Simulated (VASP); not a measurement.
# Ge2Sb2Te5 (Cm) in VASP: single point with PBEsol

Aim: the single point of Ge2Sb2Te5 with PBEsol.

All numbers are computed with VASP 6.6.1; they aren't measurements. Logs are shortened: lines on timing, memory, paths and dates and some standing lists are left out, and cuts for length are marked.

**1. The cell of the first run**

Symmetry: Cm, No. 8, monoclinic system. The conventional cell has a = 13.678 Å, b = 6.132 Å, c = 9.672 Å, α = 90.00°, β = 134.93°, γ = 90.00°. Ge (site symmetry m) has 6 Te at 2.85 to 3.20 Å within 3.8 Å. Within 3.7 Å of Ge (site symmetry m) lie 6 Te at 2.82 to 3.19 Å. Within 3.9 Å of Sb (site symmetry m) lie 6 Te at 2.98 to 3.20 Å. Sb (site symmetry m) has 6 Te at 2.95 to 3.19 Å within 3.9 Å. Te (site symmetry m) has 3 Sb at 2.98 to 3.07 Å and 2 Ge at 3.05 to 3.20 Å within 3.9 Å. Te (site symmetry m) has 2 Ge at 2.95 to 3.00 Å and 2 Sb at 3.02 to 3.06 Å within 3.9 Å. Within 3.7 Å of Te (site symmetry m) lie 3 Ge at 2.82 to 3.07 Å and 2 Sb at 3.14 to 3.19 Å. Te (site symmetry m) has 2 Sb at 2.95 to 3.20 Å and 3 Ge at 3.07 to 3.08 Å within 3.9 Å.

**2. Single point, PBEsol**

Contents of INCAR:

```
PREC = Accurate
ENCUT = 520
EDIFF = 1E-6
ISMEAR = 0
SIGMA = 0.1
LREAL = F
LASPH = T
NELM = 80
ALGO = Normal
ISIF = 2
LWAVE = F
LCHARG = F
GGA = PS
NBANDS = 44
```

Contents of KPOINTS:

```
Automatic mesh
0
Gamma
  4 4 4
```

Contents of POSCAR:

```
Ge2Sb2Te5
1.0
    6.8391360000     -3.0660060000      0.0000000000
    6.8391360000      3.0660060000      0.0000000000
   -6.8309770000      0.0000000000      6.8476090000
Ge Sb Te
2 2 5
Direct
    0.4973430000      0.4973430000      0.0110440000
    0.2842870000      0.2842870000      0.1878300000
    0.1118700000      0.1118700000      0.4173520000
    0.9017080000      0.9017080000      0.5878730000
    0.3999590000      0.3999590000      0.5971180000
    0.2065190000      0.2065190000      0.8098030000
    0.0083240000      0.0083240000      0.0064350000
    0.7952880000      0.7952880000      0.1961120000
    0.5947020000      0.5947020000      0.3864330000
```

Potentials or basis: VASP PAW PBE potentials, release 64 (Ge_d, Sb, Te).

Run with:

```bash
> cat potpaw_PBE.64/Ge_d/POTCAR potpaw_PBE.64/Sb/POTCAR potpaw_PBE.64/Te/POTCAR > POTCAR
> mpirun -np 1 vasp_std > vasp.out
```

OUTCAR:

```text
PREC = Accurate
   ENCUT = 520
   EDIFF = 1E-6
   ISMEAR = 0
   LREAL = F
   LASPH = T
   NELM = 80
   ISIF = 2
   GGA = PS

 ion  position               nearest neighbor table
   1  0.497  0.497  0.011-   9 2.85   6 2.95   7 3.07   7 3.07   8 3.08   5 3.20
   2  0.284  0.284  0.188-   7 2.82   6 3.00   5 3.05   8 3.07   8 3.07   9 3.19
   3  0.112  0.112  0.417-   5 2.98   6 3.02   9 3.07   9 3.07   7 3.14   8 3.20
   4  0.902  0.902  0.588-   8 2.95   6 3.06   5 3.07   5 3.07   9 3.14   7 3.19
   5  0.400  0.400  0.597-   3 2.98   2 3.05   4 3.07   4 3.07   1 3.20
   6  0.207  0.207  0.810-   1 2.95   2 3.00   3 3.02   4 3.06
   7  0.008  0.008  0.006-   2 2.82   1 3.07   1 3.07   3 3.14   4 3.19
   8  0.795  0.795  0.196-   4 2.95   2 3.07   2 3.07   1 3.08   3 3.20
   9  0.595  0.595  0.386-   1 2.85   3 3.07   3 3.07   4 3.14   2 3.19

  LATTYP: Found a base centered monoclinic cell.
 ALAT       =    13.6782720000
 B/A-ratio  =     0.4483031190
 C/A-ratio  =     0.7071235363
 COS(beta)  =    -0.7062464773

  Lattice vectors:

 A1 = (   6.8391360000,  -3.0660060000,   0.0000000000)
 A2 = (   6.8391360000,   3.0660060000,   0.0000000000)
 A3 = (  -6.8309770000,   0.0000000000,   6.8476090000)

Analysis of symmetry for initial positions (statically):
=====================================================================
 Subroutine PRICEL returns:
 Original cell was already a primitive cell.

 Routine SETGRP: Setting up the symmetry group for a
 base centered monoclinic supercell.

 Subroutine GETGRP returns: Found  2 space group operations
 (whereof  2 operations were pure point group operations)
 out of a pool of  4 trial point group operations.

The static configuration has the point symmetry C_1h.

Analysis of symmetry for dynamics (positions and initial velocities):
=====================================================================
 Subroutine PRICEL returns:
 Original cell was already a primitive cell.

 Routine SETGRP: Setting up the symmetry group for a
 base centered monoclinic supercell.

 Subroutine GETGRP returns: Found  2 space group operations
 (whereof  2 operations were pure point group operations)
 out of a pool of  4 trial point group operations.

The dynamic configuration has the point symmetry C_1h.

 Subroutine INISYM returns: Found  2 space group operations
[... 113 lines left out ...]
   NSW    =      0    number of steps for IOM
   IBRION =     -1    ionic relax: 0-MD 1-quasi-New 2-CG
   NFREE  =      0    steps in history (QN), initial steepest desc. (CG)
   ISIF   =      2    stress and relaxation
   ISYM   =      2    0-nonsym 1-usesym 2-fastsym
   POTIM  = 0.5000    time-step for ionic-motion
   TEBEG  =    0.0;   TEEND  =   0.0 temperature during run
   PSTRESS=    0.0 pullay stress
   NELECT =      68.0000    total number of electrons
   NUPDOWN=      -1.0000    fix difference up-down
   EMIN   =  10.00;   EMAX   =-10.00  energy-range for DOS
   EFERMI =   0.00;   METHOD = LEGACY
   ISMEAR =     0;   SIGMA  =   0.10  broadening in eV -4-tet -1-fermi 0-gaus
   EFERMI_NEDOS =   21; number of points for ismear=-14 and -15
   IALGO  =     38    algorithm
   IMIX   =      4    mixing-type and parameters
     AMIX     =   0.40;   BMIX     =  1.00
     AMIX_MAG =   1.60;   BMIX_MAG =  1.00
  volume/ion in A,a.u.               =      31.91       215.33
  Fermi-wavevector in a.u.,A,eV,Ry     =   1.012815  1.913943 13.956774  1.025794
  Thomas-Fermi vector in A             =   2.145947
   LORBIT       =      0    0 simple, 1 ext, 2 COOP (PROOUT), +10 PAW based schemes
   GGA     = PS    functional components
   LHFCALC =     F    Hartree Fock is set to
   AEXX    =    0.0000 exact exchange contribution
   IVDW    =     0    specifies the selected vdW correction
   LEPSILON=     F    determine dielectric tensor
   LRPA    =     F    only Hartree local field effects (RPA)
 non-spin polarized calculation
 Gauss-broadening in eV      SIGMA  =   0.10
  energy-cutoff  :      520.00
  volume of cell :      287.17
 maximum number of plane-waves:      7788
   NGX = 27   NGY = 27   NGZ = 35

 number of electron      68.0000002 magnetization

 Free energy of the ion-electron system (eV)
  ---------------------------------------------------
  ext. energy  EPLUGINS =         0.00000000
  ---------------------------------------------------
  free energy    TOTEN  =       -36.99301342 eV

  energy without entropy =      -36.98662475  energy(sigma->0) =      -36.98981908

 E-fermi :   5.1152     XC(G=0):  -9.2860

 val. band max:        5.0703096192   @ k =   0.5000  -0.0000  -0.0000
 cond. band min:       5.1347267918   @ k =   0.5000  -0.0000  -0.0000
 fundamental gap:      0.0644171726
 Fermi energy:         5.1152482966

 k-point     1 :       0.0000    0.0000    0.0000
  band No.  band energies     occupation
      1     -19.4673      2.00000
      2     -19.4648      2.00000
      3     -19.4608      2.00000
      4     -19.4570      2.00000
      5     -19.4497      2.00000
      6     -19.4474      2.00000
[... 1117 lines left out ...]
     43       9.4221      0.00000
     44       9.5625      0.00000

------------------------ aborting loop because EDIFF is reached ----------------------------------------

  FORCE on cell =-STRESS in cart. coord.  units (eV):
  Direction    XX          YY          ZZ          XY          YZ          ZX
  --------------------------------------------------------------------------------------
  -------------------------------------------------------------------------------------
  Total       -4.1102693     -4.6549958     -4.3693807      0.0000000      0.0000000     -0.1013249
  in kB      -22.9317751    -25.9708811    -24.3773942      0.0000000      0.0000000     -0.5653062
  external PRESSURE =     -24.4266835 kB  Pullay stress =       0.0000000 kB

 VOLUME and BASIS-vectors are now :
 -----------------------------------------------------------------------------
  energy-cutoff  :      520.00
  volume of cell :      287.17
      direct lattice vectors                 reciprocal lattice vectors
     6.839136000 -3.066006000  0.000000000     0.073108650 -0.163078611  0.072931078
     6.839136000  3.066006000  0.000000000     0.073108650  0.163078611  0.072931078
    -6.830977000  0.000000000  6.847609000     0.000000000  0.000000000  0.146036376

 POSITION                                       TOTAL-FORCE (eV/Angst)
 -----------------------------------------------------------------------------------
      6.72735      0.00000      0.07562        -0.046998      0.000000      0.079270
      2.60549      0.00000      1.28619        -0.140480      0.000000      0.012254
     -1.32073      0.00000      2.85786        -0.013791      0.000000      0.069950
      8.31806      0.00000      4.02552        -0.008087      0.000000     -0.081291
      1.39185      0.00000      4.08883        -0.023609      0.000000     -0.072259
     -2.70692      0.00000      5.54521         0.051635      0.000000     -0.052979
      0.06990      0.00000      0.04406         0.073355      0.000000      0.029007
      9.53853      0.00000      1.34290         0.026331      0.000000      0.082793
      5.49478      0.00000      2.64614         0.081643      0.000000     -0.066745
 -----------------------------------------------------------------------------------
    total drift:                               -0.000763      0.000000      0.001169

  FREE ENERGIE OF THE ION-ELECTRON SYSTEM (eV)
  ---------------------------------------------------
  free  energy   TOTEN  =       -36.9930134170 eV

  energy  without entropy=      -36.9866247489  energy(sigma->0) =      -36.98981908
```

OSZICAR:

```text
N       E                     dE             d eps       ncg     rms          rms(c)
DAV:   1     0.601249164029E+03    0.60125E+03   -0.27206E+04  2604   0.200E+03
DAV:   2     0.606697146244E+02   -0.54058E+03   -0.51805E+03  2280   0.561E+02
DAV:   3    -0.311296371667E+02   -0.91799E+02   -0.89137E+02  2476   0.153E+02
DAV:   4    -0.371065346937E+02   -0.59769E+01   -0.59039E+01  2568   0.463E+01
DAV:   5    -0.373210126131E+02   -0.21448E+00   -0.21397E+00  3008   0.890E+00    0.101E+01
DAV:   6    -0.369958605559E+02    0.32515E+00   -0.60403E-01  2600   0.350E+00    0.712E+00
DAV:   7    -0.369994792425E+02   -0.36187E-02   -0.31947E-01  2656   0.190E+00    0.166E+00
DAV:   8    -0.369926971595E+02    0.67821E-02   -0.40103E-02  2452   0.875E-01    0.750E-01
DAV:   9    -0.369930386775E+02   -0.34152E-03   -0.65614E-03  2704   0.321E-01    0.170E-01
DAV:  10    -0.369929954264E+02    0.43251E-04   -0.62416E-04  2536   0.121E-01    0.689E-02
DAV:  11    -0.369930141704E+02   -0.18744E-04   -0.12926E-04  2628   0.467E-02    0.387E-02
DAV:  12    -0.369930139448E+02    0.22559E-06   -0.10812E-05  2280   0.148E-02    0.143E-02
DAV:  13    -0.369930134170E+02    0.52790E-06   -0.19324E-06  1732   0.739E-03
   1 F= -.36993013E+02 E0= -.36989819E+02  d E =-.638867E-02
```

stdout:

```text
POSCAR found type information on POSCAR GeSbTe
 POSCAR found :  3 types and       9 ions
 scaLAPACK will be used
 -----------------------------------------------------------------------------
|                                                                             |
|                                                                             |
|     You enforced a specific xc type in the INCAR file but a different       |
|     I HOPE YOU KNOW WHAT YOU ARE DOING!                                     |
|                                                                             |
 -----------------------------------------------------------------------------

 LDA part: xc-table for (Slater+PW92), standard interpolation
 POSCAR, INCAR and KPOINTS ok, starting setup
 FFT: planning ... GRIDC
 FFT: planning ... GRID_SOFT
 FFT: planning ... GRID
 WAVECAR not read
 entering main loop
```

Run time: 7.3 min. Hardware: 1 thread of Intel Xeon Platinum 8259CL at 2.50GHz (Skylake/Cascade Lake), shared host; peak memory 0.67 GiB.

What came out:

```yaml
Free_energy: -36.9930 eV
Pressure: -2.4 GPa
Largest_force: 0.141 eV/Å
Band_gap_on_the_k_mesh: 0.06 eV
```

Forces in eV/Å, atoms in the order of the input:
```
Ge  -0.047  0.000  0.079
Ge  -0.140  0.000  0.012
Sb  -0.014  0.000  0.070
Sb  -0.008  0.000 -0.081
Te  -0.024  0.000 -0.072
Te   0.052  0.000 -0.053
Te   0.073  0.000  0.029
Te   0.026  0.000  0.083
Te   0.082  0.000 -0.067
```

Caveat: semilocal functionals underestimate gaps, and a narrow one can read as zero; the PAW data sets were made with another functional, which shifts forces and pressure a little; spin-orbit coupling is left out, which moves the levels of the heavy elements.
